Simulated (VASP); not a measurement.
WS2, 3 atoms in the cell. It takes space group P-3m1 (No. 164, trigonal). Conventional cell: a = 3.229 Å, b = 3.229 Å, c = 5.994 Å, α = 90.00°, β = 90.00°, γ = 120.00°. W (site symmetry -3m) has 6 S at 2.42 Å within 3.2 Å. S (site symmetry 3m) has 3 W at 2.42 Å within 3.2 Å. 

| Item | Value |
| --- | --- |
| Program | VASP 6.6.1 |
| Task | single point |
| Functional | PBE |
| Potentials or basis | VASP PAW PBE potentials, release 64 (W_sv, S) |
| Cutoff | 520 eV |
| k mesh | 6 × 6 × 4 |
| Occupations | fermi-dirac, width 0.02 eV |
| Spin | no spin polarisation |
| Dipole correction | no |
| Further INCAR settings | ALGO = Normal; EDIFF = 1e-06; NBANDS = 20 |

Potentials or basis: VASP PAW PBE potentials, release 64 (W_sv, S).

The run is started by

```console
$ cat potpaw_PBE.64/W_sv/POTCAR potpaw_PBE.64/S/POTCAR > POTCAR
$ mpirun -np 1 vasp_std > vasp.out
```

Hardware: 1 thread of Intel(R) Xeon(R) Platinum 8375C CPU @ 2.90GHz (Ice Lake), with other jobs on the host.

Problem. Estimate the wall time of this run.

Solution. It took 22 s on 1 thread of Intel(R) Xeon(R) Platinum 8375C CPU @ 2.90GHz (Ice Lake), on a shared host, peak memory 0.17 GiB. Counts: scf iterations 14, k points 24.
